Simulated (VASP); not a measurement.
A run of VASP 6.6.1 is set up as follows.

File POSCAR:

```
GaSb
1.0
    0.0000000000      2.9739024340      3.1421730518
    2.9739024340      0.0000000000      3.1421730518
    2.9739024340      2.9739024340      0.0000000000
Ga Sb
1 1
Direct
    0.0000000000      0.0000000000      0.0000000000
    0.2500000000      0.2500000000      0.2500000000
```

The input INCAR.step1:

```
ALGO     = Normal         # electronic algorithm
EDIFF    = 1E-4           # SCF threshold, eV
ENCUT    = 520            # plane-wave cutoff, eV
GGA      = PE             # functional
GGA_COMPAT= False        
ISMEAR   = -1             # smearing method
LASPH    = True           # aspherical terms in the spheres
LCHARG   = False          # write CHGCAR
LNONCOLLINEAR= True           # non-collinear magnetism
LREAL    = False          # projectors in reciprocal space
LSORBIT  = True           # spin-orbit coupling
LWAVE    = True           # write WAVECAR
MAGMOM   = 0 0 0 0 0 0    # initial moments
NBANDS   = 30             # bands
NELM     = 150            # most SCF steps
PREC     = Accurate       # precision mode
SIGMA    = 0.02           # smearing width, eV
```

The input INCAR.step2:

```
ALGO     = Normal         # electronic algorithm
EDIFF    = 1E-7           # SCF threshold, eV
ENCUT    = 520            # plane-wave cutoff, eV
GGA_COMPAT= False        
ISIF     = 2              # what is computed and relaxed
ISMEAR   = -1             # smearing method
ISTART   = 1            
LASPH    = True           # aspherical terms in the spheres
LCHARG   = False          # write CHGCAR
LMIXTAU  = True         
LNONCOLLINEAR= True           # non-collinear magnetism
LORBIT   = 11             # projections on sites
LORBMOM  = True         
LREAL    = False          # projectors in reciprocal space
LSORBIT  = True           # spin-orbit coupling
LWAVE    = False          # write WAVECAR
MAGMOM   = 0 0 0 0 0 0    # initial moments
METAGGA  = R2SCAN         # meta-GGA
NBANDS   = 30             # bands
NELM     = 150            # most SCF steps
PREC     = Accurate       # precision mode
SIGMA    = 0.02           # smearing width, eV
```

File KPOINTS:

```
k-points
0
Gamma
  8 8 8
```

Potentials or basis: VASP PAW PBE potentials, release 64 (Ga_d, Sb).

Run with:

```console
$ cat potpaw_PBE.64/Ga_d/POTCAR potpaw_PBE.64/Sb/POTCAR > POTCAR
$ cp INCAR.step1 INCAR
$ mpirun -np 1 vasp_ncl > vasp.out
$ cp INCAR.step2 INCAR
$ mpirun -np 1 vasp_ncl > vasp.out
```

Problem. What does it give for the net moment?

Solution. 0.00 μB per cell.

Problem. Predict the pressure.

Solution. 2.2 GPa.

Moments on the atoms (μB; x, y, z):
```
Ga  0.00 0.00 0.00
Sb  0.00 0.00 0.00
```

Caveat: the cell differs from its parent crystal (epitaxial xy strain -3.0%); the PAW data sets were made with another functional, which shifts forces and pressure a little.
